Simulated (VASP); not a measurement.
# Mo (Im-3m) in VASP: further runs, part 2 of 2

VASP 6.6.1. The steps go on from the part before.

### 4 Single point, PBE

File INCAR:

```
PREC     = Accurate       # precision mode
ENCUT    = 520            # plane-wave cutoff, eV
EDIFF    = 1E-6           # SCF threshold, eV
ISMEAR   = -1             # smearing method
SIGMA    = 0.06           # smearing width, eV
LREAL    = False          # projectors in reciprocal space
LASPH    = True           # aspherical terms in the spheres
NELM     = 80             # most SCF steps
ALGO     = Normal         # electronic algorithm
ISIF     = 2              # what is computed and relaxed
LWAVE    = False          # write WAVECAR
LCHARG   = False          # write CHGCAR
GGA      = PE             # functional
NBANDS   = 13             # bands
```

File KPOINTS:

```
Automatic mesh
0
Gamma
  5 5 5
```

File POSCAR:

```
Mo
1.0
   -1.5838089719      1.5838089719      1.5838089719
    1.5838089719     -1.5838089719      1.5838089719
    1.5838089719      1.5838089719     -1.5838089719
Mo
1
Direct
    0.0000000000      0.0000000000      0.0000000000
```

Potentials or basis: VASP PAW PBE potentials, release 64 (Mo_sv).

Run with:

```sh
cat potpaw_PBE.64/Mo_sv/POTCAR > POTCAR
mpirun -np 1 vasp_std > vasp.out
```

OUTCAR:

```text
PREC = Accurate
   ENCUT = 520
   EDIFF = 1E-6
   ISMEAR = -1
   LREAL = False
   LASPH = True
   NELM = 80
   ISIF = 2
   GGA = PE

 ion  position               nearest neighbor table
   1  0.000  0.000  0.000-

  LATTYP: Found a body centered cubic cell.
 ALAT       =     3.1676179438

  Lattice vectors:

 A1 = (  -1.5838089719,   1.5838089719,   1.5838089719)
 A2 = (   1.5838089719,  -1.5838089719,   1.5838089719)
 A3 = (   1.5838089719,   1.5838089719,  -1.5838089719)

Analysis of symmetry for initial positions (statically):
=====================================================================
 Subroutine PRICEL returns:
 Original cell was already a primitive cell.

 Routine SETGRP: Setting up the symmetry group for a
 body centered cubic supercell.

 Subroutine GETGRP returns: Found 48 space group operations
 (whereof 48 operations were pure point group operations)
 out of a pool of 48 trial point group operations.

The static configuration has the point symmetry O_h .

Analysis of symmetry for dynamics (positions and initial velocities):
=====================================================================
 Subroutine PRICEL returns:
 Original cell was already a primitive cell.

 Routine SETGRP: Setting up the symmetry group for a
 body centered cubic supercell.

 Subroutine GETGRP returns: Found 48 space group operations
 (whereof 48 operations were pure point group operations)
 out of a pool of 48 trial point group operations.

The dynamic configuration has the point symmetry O_h .

 Subroutine INISYM returns: Found 48 space group operations
 (whereof 48 operations are pure point group operations),
 and found     1 'primitive' translations

----------------------------------------------------------------------------------------

                                     Primitive cell

  volume of cell :      15.8916

  direct lattice vectors                    reciprocal lattice vectors
    -1.583808972  1.583808972  1.583808972     0.000000000  0.315694638  0.315694638
     1.583808972 -1.583808972  1.583808972     0.315694638  0.000000000  0.315694638
     1.583808972  1.583808972 -1.583808972     0.315694638  0.315694638  0.000000000

  length of vectors
     2.743237609  2.743237609  2.743237609     0.446459639  0.446459639  0.446459639

  position of ions in fractional coordinates (direct lattice)
     0.000000000  0.000000000  0.000000000

  ion indices of the primitive-cell ions
   primitive index   ion index
                 1           1

----------------------------------------------------------------------------------------

 KPOINTS: Automatic mesh

Automatic generation of k-mesh.
 Grid dimensions read from file:
 generate k-points for:    5    5    5

 Generating k-lattice:

  Cartesian coordinates                     Fractional coordinates (reciprocal lattice)
     0.000000000  0.063138928  0.063138928     0.200000000  0.000000000  0.000000000
     0.063138928  0.000000000  0.063138928     0.000000000  0.200000000  0.000000000
     0.063138928  0.063138928  0.000000000     0.000000000  0.000000000  0.200000000

  Length of vectors
     0.089291928  0.089291928  0.089291928

  Shift w.r.t. Gamma in fractional coordinates (k-lattice)
     0.000000000  0.000000000  0.000000000

 Subroutine IBZKPT returns following result:
 ===========================================

 Found     10 irreducible k-points:

 Following reciprocal coordinates:
            Coordinates               Weight
  0.000000  0.000000  0.000000      1.000000
  0.200000  0.000000  0.000000     12.000000
  0.400000  0.000000  0.000000     12.000000
  0.200000  0.200000  0.000000     24.000000
  0.400000  0.200000  0.000000     24.000000
  0.200000  0.200000  0.200000      8.000000
 -0.200000  0.200000  0.200000      6.000000
 -0.400000  0.400000  0.200000     24.000000
 -0.400000 -0.400000  0.200000      8.000000
 -0.400000  0.400000  0.400000      6.000000
   k-points           NKPTS =     10   k-points in BZ     NKDIM =     10   number of bands    NBANDS=     13
   number of dos      NEDOS =    301   number of ions     NIONS =      1
   total plane-waves  NPLWV =   8000
   dimension x,y,z NGX =    20 NGY =   20 NGZ =   20
   dimension x,y,z NGXF=    40 NGYF=   40 NGZF=   40
   ions per type =               1
   NGX,Y,Z   is equivalent  to a cutoff of  12.12, 12.12, 12.12 a.u.
   NGXF,Y,Z  is equivalent  to a cutoff of  24.24, 24.24, 24.24 a.u.
 SYSTEM =  unknown system
   PREC   = accura    normal or accurate (medium, high low for compatibility)
   ISTART =      0    job   : 0-new  1-cont  2-samecut
   ICHARG =      2    charge: 1-file 2-atom 10-const
   ISPIN  =      1    spin polarized calculation?
   LNONCOLLINEAR =      F non collinear calculations
   LSORBIT =      F    spin-orbit coupling
   LASPH  =      T    aspherical Exc in radial PAW
   ENCUT  =  520.0 eV  38.22 Ry    6.18 a.u.   5.10  5.10  5.10*2*pi/ulx,y,z
   NELM   =     80;   NELMIN=  2; NELMDL= -5     # of ELM steps
   EDIFF  = 0.1E-05   stopping-criterion for ELM
   LREAL  =      F    real-space projection
   EDIFFG = 0.1E-04   stopping-criterion for IOM
   NSW    =      0    number of steps for IOM
   IBRION =     -1    ionic relax: 0-MD 1-quasi-New 2-CG
   NFREE  =      0    steps in history (QN), initial steepest desc. (CG)
   ISIF   =      2    stress and relaxation
   ISYM   =      2    0-nonsym 1-usesym 2-fastsym
   POTIM  = 0.5000    time-step for ionic-motion
   TEBEG  =    0.0;   TEEND  =   0.0 temperature during run
   PSTRESS=    0.0 pullay stress
   NELECT =      14.0000    total number of electrons
   NUPDOWN=      -1.0000    fix difference up-down
   EMIN   =  10.00;   EMAX   =-10.00  energy-range for DOS
   EFERMI =   0.00;   METHOD = LEGACY
   ISMEAR =    -1;   SIGMA  =   0.06  broadening in eV -4-tet -1-fermi 0-gaus
   EFERMI_NEDOS =   21; number of points for ismear=-14 and -15
   IALGO  =     38    algorithm
   IMIX   =      4    mixing-type and parameters
     AMIX     =   0.40;   BMIX     =  1.00
     AMIX_MAG =   1.60;   BMIX_MAG =  1.00
  volume/ion in A,a.u.               =      15.89       107.24
  Fermi-wavevector in a.u.,A,eV,Ry     =   1.569380  2.965698 33.510508  2.462953
  Thomas-Fermi vector in A             =   2.671271
   LORBIT       =      0    0 simple, 1 ext, 2 COOP (PROOUT), +10 PAW based schemes
   GGA     = PE    functional components
   LHFCALC =     F    Hartree Fock is set to
   AEXX    =    0.0000 exact exchange contribution
   IVDW    =     0    specifies the selected vdW correction
   LEPSILON=     F    determine dielectric tensor
   LRPA    =     F    only Hartree local field effects (RPA)
 non-spin polarized calculation
  energy-cutoff  :      520.00
  volume of cell :       15.89
 maximum number of plane-waves:       442
   NGX = 11   NGY = 11   NGZ = 11

 number of electron      14.0000005 magnetization

 Free energy of the ion-electron system (eV)
  ---------------------------------------------------
  ext. energy  EPLUGINS =         0.00000000
  ---------------------------------------------------
  free energy    TOTEN  =       -10.97280716 eV

  energy without entropy =      -10.95017469  energy(sigma->0) =      -10.96149093

 E-fermi :  12.5134     XC(G=0): -13.2845

 val. band max:       12.4980083966   @ k =  -0.2000   0.2000   0.2000
 cond. band min:      12.5902053252   @ k =  -0.4000   0.4000   0.2000
 fundamental gap:      0.0921969285
 Fermi energy:        12.5133647327

 k-point     1 :       0.0000    0.0000    0.0000
  band No.  band energies     occupation
      1     -48.8657      2.00000
      2     -22.1742      2.00000
      3     -22.1742      2.00000
      4     -22.1742      2.00000
      5       5.1502      2.00000
      6      11.0446      2.00000
      7      11.0446      2.00000
      8      11.0446      2.00000
      9      14.0069      0.00000
     10      14.0069      0.00000
     11      27.1315      0.00000
     12      27.1315      0.00000
     13      27.1315      0.00000
[... 129 lines left out ...]
 k-point    10 :      -0.4000    0.4000    0.4000
  band No.  band energies     occupation
      1     -48.4766      2.00000
      2     -23.0942      2.00000
      3     -23.0052      2.00000
      4     -23.0052      2.00000
      5       7.4949      2.00000
      6       7.7254      2.00000
      7      14.5359      0.00000
      8      14.5359      0.00000
      9      15.5894      0.00000
     10      19.3024      0.00000
     11      23.9708      0.00000
     12      23.9708      0.00000
     13      30.6386      0.00000

------------------------ aborting loop because EDIFF is reached ----------------------------------------

  FORCE on cell =-STRESS in cart. coord.  units (eV):
  Direction    XX          YY          ZZ          XY          YZ          ZX
  --------------------------------------------------------------------------------------
  -------------------------------------------------------------------------------------
  Total       -0.3389525     -0.3389525     -0.3389525     -0.0000000     -0.0000000      0.0000000
  in kB      -34.1728368    -34.1728368    -34.1728368     -0.0000000     -0.0000000      0.0000000
  external PRESSURE =     -34.1728368 kB  Pullay stress =       0.0000000 kB

 VOLUME and BASIS-vectors are now :
 -----------------------------------------------------------------------------
  energy-cutoff  :      520.00
  volume of cell :       15.89
      direct lattice vectors                 reciprocal lattice vectors
    -1.583808972  1.583808972  1.583808972     0.000000000  0.315694638  0.315694638
     1.583808972 -1.583808972  1.583808972     0.315694638  0.000000000  0.315694638
     1.583808972  1.583808972 -1.583808972     0.315694638  0.315694638  0.000000000

 POSITION                                       TOTAL-FORCE (eV/Angst)
 -----------------------------------------------------------------------------------
      0.00000      0.00000      0.00000         0.000000      0.000000      0.000000
 -----------------------------------------------------------------------------------
    total drift:                                0.000000     -0.000000      0.000000

  FREE ENERGIE OF THE ION-ELECTRON SYSTEM (eV)
  ---------------------------------------------------
  free  energy   TOTEN  =       -10.9728071589 eV

  energy  without entropy=      -10.9501746946  energy(sigma->0) =      -10.96149093
```

Run time: 2 s. Hardware: 1 thread of Intel Xeon Platinum 8488C (Sapphire Rapids), shared host; peak memory 0.12 GiB.

What came out:

```yaml
Free_energy: -10.9728 eV
Pressure: -3.4 GPa
Band_gap_on_the_k_mesh: zero (band 7 reaches 14.54 eV, above the bottom of band 8 at 11.04 eV)
```

Levels at points of the mesh, in eV from the Fermi level:
| k point | band 3 | band 4 | band 5 | band 6 | band 7 | band 8 | band 9 | band 10 | band 11 | band 12 |
| --- | --- | --- | --- | --- | --- | --- | --- | --- | --- | --- |
| (0.00, 0.00, 0.00) | -34.69 | -34.69 | -7.36 | -1.47 | -1.47 | -1.47 | 1.49 | 1.49 | 14.62 | 14.62 |

Caveat: the k points lie up to 0.56 Å⁻¹ apart.

### 5 Summary

| task | level | potentials or basis | cell | k mesh | cutoff (eV) | smearing | gap on the mesh (eV) | pressure (GPa) |
| --- | --- | --- | --- | --- | --- | --- | --- | --- |
| single point | PBE | VASP PAW PBE potentials, release 64 (Mo_sv) | as given | 12 × 12 × 12 | 520 | gaussian 0.021 eV | none | -1.4 |
| relaxation of cell and atoms | LDA | VASP PAW LDA potentials, release 64 (Mo_sv) | relaxed | 12 × 12 × 12 | 600 | fermi-dirac 0.05 eV | none | -0.2 |
| single point | PBE | VASP PAW PBE potentials, release 64 (Mo_sv) | as given | 5 × 5 × 5 | 520 | fermi-dirac 0.06 eV | none | -3.4 |

Alike in all rows: no spin polarisation.

Caveats: some runs use coarse meshes.

Absolute energies hang on the potentials; compare differences alone.
